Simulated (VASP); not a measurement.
# Os (Pm-3n) in VASP: further runs

The runs below take Os through single point, with r2SCAN.

Everything below comes from runs of VASP 6.6.1. Logs are shortened: lines on timing, memory, paths and dates and some standing lists are left out, and cuts for length are marked.

## Step 1: The cell of the first run

It takes space group Pm-3n (No. 223, cubic). Conventional cell: a = 4.857 Å, b = 4.857 Å, c = 4.857 Å, α = 90.00°, β = 90.00°, γ = 90.00°. Os (site symmetry m-3) has 12 Os at 2.71 Å within 3.6 Å. Within 3.2 Å of Os (site symmetry -4m2) lie 14 Os at 2.43 to 2.97 Å.

## Step 2: Single point, r2SCAN

POSCAR reads:

```
Os
1.0
    4.8565177879      0.0000000000      0.0000000000
    0.0000000000      4.8565177879      0.0000000000
    0.0000000000      0.0000000000      4.8565177879
Os
8
Direct
    0.5000000000      0.5000000000      0.5000000000
    0.0000000000      0.0000000000      0.0000000000
    0.2500000000      0.0000000000      0.5000000000
    0.5000000000      0.2500000000      0.0000000000
    0.5000000000      0.7500000000      0.0000000000
    0.7500000000      0.0000000000      0.5000000000
    0.0000000000      0.5000000000      0.7500000000
    0.0000000000      0.5000000000      0.2500000000
```

INCAR.step1 reads:

```
SYSTEM = Os
PREC     = Accurate       ! precision mode
ENCUT    = 520            ! plane-wave cutoff, eV
ISMEAR   = 0              ! smearing method
SIGMA    = 0.1            ! smearing width, eV
LREAL    = .False.        ! projectors in reciprocal space
LASPH    = .True.         ! aspherical terms in the spheres
NELM     = 60             ! most SCF steps
NBANDS   = 42             ! bands
GGA      = PE             ! functional
ALGO     = Normal         ! electronic algorithm
EDIFF    = 1E-4           ! SCF threshold, eV
LWAVE    = .True.         ! write WAVECAR
LCHARG   = .False.        ! write CHGCAR
```

INCAR.step2 reads:

```
SYSTEM = Os
PREC     = Accurate       ! precision mode
ENCUT    = 520            ! plane-wave cutoff, eV
EDIFF    = 1E-6           ! SCF threshold, eV
ISMEAR   = 0              ! smearing method
SIGMA    = 0.1            ! smearing width, eV
LREAL    = .False.        ! projectors in reciprocal space
LASPH    = .True.         ! aspherical terms in the spheres
NELM     = 60             ! most SCF steps
ALGO     = Normal         ! electronic algorithm
ISIF     = 2              ! what is computed and relaxed
LWAVE    = .False.        ! write WAVECAR
LCHARG   = .True.         ! write CHGCAR
METAGGA  = R2SCAN         ! meta-GGA
LMIXTAU  = .True.       
LELF     = .True.         ! ELF
LVHAR    = .True.       
NBANDS   = 42             ! bands
ISTART   = 1
```

KPOINTS reads:

```
Automatic mesh
0
Gamma
  4 4 4
  0 0 0
```

Potentials or basis: VASP PAW PBE potentials, release 64 (Os).

Started as:

```sh
> cat potpaw_PBE.64/Os/POTCAR > POTCAR
> cp INCAR.step1 INCAR
> mpirun -np 1 vasp_std > vasp.out
> cp INCAR.step2 INCAR
> mpirun -np 1 vasp_std > vasp.out
```

OUTCAR:

```text
SYSTEM = Os
   PREC = Accurate
   ENCUT = 520
   EDIFF = 1E-6
   ISMEAR = 0
   LREAL = .False.
   LASPH = .True.
   NELM = 60
   ISIF = 2
   METAGGA = R2SCAN
   ISTART = 1

 ion  position               nearest neighbor table
   1  0.500  0.500  0.500-   3 2.71   4 2.71   5 2.71   6 2.71   7 2.71   8 2.71   4 2.71   5 2.71
                             3 2.71   6 2.71   7 2.71   8 2.71
   2  0.000  0.000  0.000-   3 2.71   4 2.71   5 2.71   6 2.71   7 2.71   8 2.71   3 2.71   6 2.71
                             7 2.71   8 2.71   4 2.71   5 2.71
   3  0.250  0.000  0.500-   6 2.43   6 2.43   1 2.71   2 2.71   1 2.71   2 2.71   8 2.97   5 2.97
                             4 2.97   5 2.97   4 2.97   7 2.97   8 2.97   7 2.97
   4  0.500  0.250  0.000-   5 2.43   5 2.43   1 2.71   1 2.71   2 2.71   2 2.71   8 2.97   3 2.97
                             3 2.97   6 2.97   6 2.97   7 2.97   7 2.97   8 2.97
   5  0.500  0.750  0.000-   4 2.43   4 2.43   1 2.71   1 2.71   2 2.71   2 2.71   8 2.97   3 2.97
                             3 2.97   6 2.97   6 2.97   7 2.97   7 2.97   8 2.97
   6  0.750  0.000  0.500-   3 2.43   3 2.43   1 2.71   2 2.71   1 2.71   2 2.71   8 2.97   4 2.97
                             4 2.97   5 2.97   5 2.97   7 2.97   8 2.97   7 2.97
   7  0.000  0.500  0.750-   8 2.43   8 2.43   1 2.71   2 2.71   2 2.71   1 2.71   3 2.97   4 2.97
                             5 2.97   3 2.97   6 2.97   6 2.97   4 2.97   5 2.97
   8  0.000  0.500  0.250-   7 2.43   7 2.43   1 2.71   2 2.71   2 2.71   1 2.71   3 2.97   4 2.97
                             5 2.97   3 2.97   6 2.97   6 2.97   4 2.97   5 2.97

  LATTYP: Found a simple cubic cell.
 ALAT       =     4.8565177879

  Lattice vectors:

 A1 = (   4.8565177879,   0.0000000000,   0.0000000000)
 A2 = (   0.0000000000,   4.8565177879,   0.0000000000)
 A3 = (   0.0000000000,   0.0000000000,   4.8565177879)

Analysis of symmetry for initial positions (statically):
=====================================================================
 Subroutine PRICEL returns:
 Original cell was already a primitive cell.

 Routine SETGRP: Setting up the symmetry group for a
 simple cubic supercell.

 Subroutine GETGRP returns: Found 48 space group operations
 (whereof 24 operations were pure point group operations)
 out of a pool of 48 trial point group operations.

The static configuration has the point symmetry T_h .
 The point group associated with its full space group is O_h .

Analysis of symmetry for dynamics (positions and initial velocities):
=====================================================================
 Subroutine PRICEL returns:
 Original cell was already a primitive cell.

 Routine SETGRP: Setting up the symmetry group for a
 simple cubic supercell.

 Subroutine GETGRP returns: Found 48 space group operations
 (whereof 24 operations were pure point group operations)
 out of a pool of 48 trial point group operations.

The dynamic configuration has the point symmetry T_h .
 The point group associated with its full space group is O_h .

 Subroutine INISYM returns: Found 48 space group operations
 (whereof 24 operations are pure point group operations),
 and found     1 'primitive' translations

----------------------------------------------------------------------------------------

                                     Primitive cell

  volume of cell :     114.5447

  direct lattice vectors                    reciprocal lattice vectors
     4.856517788  0.000000000  0.000000000     0.205908852  0.000000000  0.000000000
     0.000000000  4.856517788  0.000000000     0.000000000  0.205908852  0.000000000
     0.000000000  0.000000000  4.856517788     0.000000000  0.000000000  0.205908852

  length of vectors
     4.856517788  4.856517788  4.856517788     0.205908852  0.205908852  0.205908852

  position of ions in fractional coordinates (direct lattice)
     0.500000000  0.500000000  0.500000000
     0.000000000  0.000000000  0.000000000
     0.250000000  0.000000000  0.500000000
     0.500000000  0.250000000  0.000000000
     0.500000000  0.750000000  0.000000000
     0.750000000  0.000000000  0.500000000
     0.000000000  0.500000000  0.750000000
     0.000000000  0.500000000  0.250000000

  ion indices of the primitive-cell ions
   primitive index   ion index
                 1           1
                 2           2
                 3           3
                 4           4
                 5           5
                 6           6
                 7           7
                 8           8

----------------------------------------------------------------------------------------

 KPOINTS: Automatic mesh

Automatic generation of k-mesh.
 Grid dimensions read from file:
 generate k-points for:    4    4    4

 Generating k-lattice:

  Cartesian coordinates                     Fractional coordinates (reciprocal lattice)
     0.051477213  0.000000000  0.000000000     0.250000000  0.000000000  0.000000000
     0.000000000  0.051477213  0.000000000     0.000000000  0.250000000  0.000000000
     0.000000000  0.000000000  0.051477213     0.000000000  0.000000000  0.250000000

  Length of vectors
     0.051477213  0.051477213  0.051477213

  Shift w.r.t. Gamma in fractional coordinates (k-lattice)
     0.000000000  0.000000000  0.000000000

 Subroutine IBZKPT returns following result:
 ===========================================

 Found     10 irreducible k-points:

 Following reciprocal coordinates:
            Coordinates               Weight
  0.000000  0.000000  0.000000      1.000000
  0.250000  0.000000  0.000000      6.000000
  0.500000  0.000000  0.000000      3.000000
  0.250000  0.250000  0.000000     12.000000
  0.500000  0.250000  0.000000     12.000000
  0.500000  0.500000  0.000000      3.000000
  0.250000  0.250000  0.250000      8.000000
  0.500000  0.250000  0.250000     12.000000
  0.500000  0.500000  0.250000      6.000000
  0.500000  0.500000  0.500000      1.000000
   k-points           NKPTS =     10   k-points in BZ     NKDIM =     10   number of bands    NBANDS=     42
   number of dos      NEDOS =    301   number of ions     NIONS =      8
   total plane-waves  NPLWV =  46656
   dimension x,y,z NGX =    36 NGY =   36 NGZ =   36
   dimension x,y,z NGXF=    72 NGYF=   72 NGZF=   72
   ions per type =               8
   NGX,Y,Z   is equivalent  to a cutoff of  12.32, 12.32, 12.32 a.u.
   NGXF,Y,Z  is equivalent  to a cutoff of  24.65, 24.65, 24.65 a.u.
 SYSTEM =  Os
   PREC   = accura    normal or accurate (medium, high low for compatibility)
   ISTART =      1    job   : 0-new  1-cont  2-samecut
   ICHARG =      0    charge: 1-file 2-atom 10-const
   ISPIN  =      1    spin polarized calculation?
   LNONCOLLINEAR =      F non collinear calculations
   LSORBIT =      F    spin-orbit coupling
   LASPH  =      T    aspherical Exc in radial PAW
   ENCUT  =  520.0 eV  38.22 Ry    6.18 a.u.   9.03  9.03  9.03*2*pi/ulx,y,z
   NELM   =     60;   NELMIN=  2; NELMDL=  0     # of ELM steps
   EDIFF  = 0.1E-05   stopping-criterion for ELM
   LREAL  =      F    real-space projection
   EDIFFG = 0.1E-04   stopping-criterion for IOM
   NSW    =      0    number of steps for IOM
   IBRION =     -1    ionic relax: 0-MD 1-quasi-New 2-CG
   NFREE  =      0    steps in history (QN), initial steepest desc. (CG)
   ISIF   =      2    stress and relaxation
   ISYM   =      2    0-nonsym 1-usesym 2-fastsym
   POTIM  = 0.5000    time-step for ionic-motion
   TEBEG  =    0.0;   TEEND  =   0.0 temperature during run
   PSTRESS=    0.0 pullay stress
   NELECT =      64.0000    total number of electrons
   NUPDOWN=      -1.0000    fix difference up-down
   EMIN   =  10.00;   EMAX   =-10.00  energy-range for DOS
   EFERMI =   0.00;   METHOD = LEGACY
   ISMEAR =     0;   SIGMA  =   0.10  broadening in eV -4-tet -1-fermi 0-gaus
   EFERMI_NEDOS =   21; number of points for ismear=-14 and -15
   IALGO  =     38    algorithm
   IMIX   =      4    mixing-type and parameters
     AMIX     =   0.40;   BMIX     =  1.00
     AMIX_MAG =   1.60;   BMIX_MAG =  1.00
  volume/ion in A,a.u.               =      14.32        96.62
  Fermi-wavevector in a.u.,A,eV,Ry     =   1.348372  2.548054 24.736861  1.818108
  Thomas-Fermi vector in A             =   2.476047
   LORBIT       =      0    0 simple, 1 ext, 2 COOP (PROOUT), +10 PAW based schemes
   METAGGA = R2SCAN    functional components
   LHFCALC =     F    Hartree Fock is set to
   AEXX    =    0.0000 exact exchange contribution
   IVDW    =     0    specifies the selected vdW correction
   LEPSILON=     F    determine dielectric tensor
   LRPA    =     F    only Hartree local field effects (RPA)
 non-spin polarized calculation
 Gauss-broadening in eV      SIGMA  =   0.10
  energy-cutoff  :      520.00
  volume of cell :      114.54
 maximum number of plane-waves:      3136
   NGX = 19   NGY = 19   NGZ = 19

 number of electron      63.9999985 magnetization

 Free energy of the ion-electron system (eV)
  ---------------------------------------------------
  ext. energy  EPLUGINS =         0.00000000
  ---------------------------------------------------
  free energy    TOTEN  =      -419.17517381 eV

  energy without entropy =     -419.14257686  energy(sigma->0) =     -419.15887534

 E-fermi :   9.1205     XC(G=0): -15.2062

 val. band max:        9.0354247347   @ k =   0.2500   0.0000   0.0000
 cond. band min:       9.1572104506   @ k =   0.2500   0.2500   0.0000
 fundamental gap:      0.1217857159
 Fermi energy:         9.1205045217

 k-point     1 :       0.0000    0.0000    0.0000
  band No.  band energies     occupation
      1      -2.3012      2.00000
      2       0.8610      2.00000
      3       0.8610      2.00000
      4       2.2713      2.00000
      5       2.4606      2.00000
      6       2.4606      2.00000
[... 34 lines left out ...]
     41      11.4296      0.00000
     42      13.2740      0.00000
[... 364 lines left out ...]
      2       2.0606      2.00000
      3       2.0606      2.00000
      4       2.0606      2.00000
      5       2.0606      2.00000
      6       2.0606      2.00000
[... 34 lines left out ...]
     41      11.2500      0.00000
     42      11.2500      0.00000

------------------------ aborting loop because EDIFF is reached ----------------------------------------

  FORCE on cell =-STRESS in cart. coord.  units (eV):
  Direction    XX          YY          ZZ          XY          YZ          ZX
  --------------------------------------------------------------------------------------
  -------------------------------------------------------------------------------------
  Total        3.4248818      3.4248818      3.4248818      0.0000000     -0.0000000      0.0000000
  in kB       47.9050418     47.9050418     47.9050418      0.0000000     -0.0000000      0.0000000
  external PRESSURE =      47.9050418 kB  Pullay stress =       0.0000000 kB

 VOLUME and BASIS-vectors are now :
 -----------------------------------------------------------------------------
  energy-cutoff  :      520.00
  volume of cell :      114.54
      direct lattice vectors                 reciprocal lattice vectors
     4.856517788  0.000000000  0.000000000     0.205908852  0.000000000  0.000000000
     0.000000000  4.856517788  0.000000000     0.000000000  0.205908852  0.000000000
     0.000000000  0.000000000  4.856517788     0.000000000  0.000000000  0.205908852

 POSITION                                       TOTAL-FORCE (eV/Angst)
 -----------------------------------------------------------------------------------
      2.42826      2.42826      2.42826        -0.000000     -0.000000     -0.000000
      0.00000      0.00000      0.00000        -0.000000     -0.000000     -0.000000
      1.21413      0.00000      2.42826        -0.000000      0.000000      0.000000
      2.42826      1.21413      0.00000        -0.000000      0.000000     -0.000000
      2.42826      3.64239      0.00000        -0.000000     -0.000000      0.000000
      3.64239      0.00000      2.42826         0.000000      0.000000     -0.000000
      0.00000      2.42826      3.64239         0.000000      0.000000     -0.000000
      0.00000      2.42826      1.21413         0.000000      0.000000      0.000000
 -----------------------------------------------------------------------------------
    total drift:                                0.000000      0.000000     -0.000000

  FREE ENERGIE OF THE ION-ELECTRON SYSTEM (eV)
  ---------------------------------------------------
  free  energy   TOTEN  =      -419.1751738125 eV

  energy  without entropy=     -419.1425768596  energy(sigma->0) =     -419.15887534
```

Run time: 5.7 min. Hardware: 1 thread of Intel Xeon 8259CL, shared host; peak memory 0.22 GiB.

What came out:

| Property | Result |
| --- | --- |
| Free energy | -419.1752 eV |
| Pressure | 4.8 GPa |
| Band gap on the k mesh | zero (bands 32 and 33 overlap by 1.08 eV) |

Levels at points of the mesh, in eV from the Fermi level:
```csv
k point,band 30,band 31,band 32,band 33,band 34,band 35
"(0.00, 0.00, 0.00)",-0.70,-0.70,-0.35,-0.35,0.54,0.54
"(0.50, 0.00, 0.00)",-1.20,-0.26,-0.26,0.54,0.54,0.87
"(0.50, 0.50, 0.00)",-0.19,-0.13,0.06,0.06,0.16,0.84
"(0.50, 0.50, 0.50)",-1.13,0.73,0.73,0.73,0.73,0.73
```

Caveat: the cell stands under pressure; the PAW data sets were made with another functional, which shifts forces and pressure a little; spin-orbit coupling is left out, which moves the levels of the heavy elements.

## Step 3: Single point, r2SCAN

This run uses another cell than the first one, of 14.50 Å³/atom.

Edit POSCAR of step 2 so:

```diff
@@ -2,5 +2,5 @@
 1.0
-    4.8565177879      0.0000000000      0.0000000000
-    0.0000000000      4.8565177879      0.0000000000
-    0.0000000000      0.0000000000      4.8565177879
+    4.8769404832      0.0000000000      0.0000000000
+    0.0000000000      4.8769404832      0.0000000000
+    0.0000000000      0.0000000000      4.8769404832
 Os
```

INCAR.step1 reads:

```
ALGO = Normal ; EDIFF = 1E-4
ENCUT = 520 ; GGA = PE
ISMEAR = 0 ; LASPH = True
LCHARG = False ; LREAL = False
LWAVE = True ; NBANDS = 42
NELM = 80 ; PREC = Accurate
SIGMA = 0.1
```

INCAR.step2 reads:

```
ALGO = Normal ; EDIFF = 1E-7
ENCUT = 520 ; ISIF = 2
ISMEAR = 0 ; ISTART = 1
LASPH = True ; LCHARG = False
LMIXTAU = True ; LREAL = False
LWAVE = False ; METAGGA = R2SCAN
NBANDS = 42 ; NELM = 80
PREC = Accurate ; SIGMA = 0.1
```

KPOINTS reads:

```
k-points
0
Gamma
  8 8 8
```

Potentials or basis: VASP PAW PBE potentials, release 64 (Os).

Started as:

```sh
> cat potpaw_PBE.64/Os/POTCAR > POTCAR
> cp INCAR.step1 INCAR
> mpirun -np 1 vasp_std > vasp.out
> cp INCAR.step2 INCAR
> mpirun -np 1 vasp_std > vasp.out
```

It took 13 min on 1 thread of Intel Xeon 8259CL, shared host; peak memory 0.29 GiB.

Results (log left out):

```yaml
Free_energy: -418.8731 eV
Pressure: 1.0 GPa
Band_gap_on_the_k_mesh: zero (bands 32 and 33 overlap by 1.07 eV)
```

Levels at points of the mesh, in eV from the Fermi level:
```tsv
k point	band 30	band 31	band 32	band 33	band 34	band 35
(0.00, 0.00, 0.00)	-0.67	-0.67	-0.37	-0.37	0.51	0.51
(0.50, 0.00, 0.00)	-1.20	-0.26	-0.26	0.53	0.53	0.87
(0.50, 0.50, 0.00)	-0.22	-0.15	0.03	0.03	0.14	0.82
(0.50, 0.50, 0.50)	-1.10	0.70	0.70	0.70	0.70	0.70
```

Caveat: the PAW data sets were made with another functional, which shifts forces and pressure a little; spin-orbit coupling is left out, which moves the levels of the heavy elements.
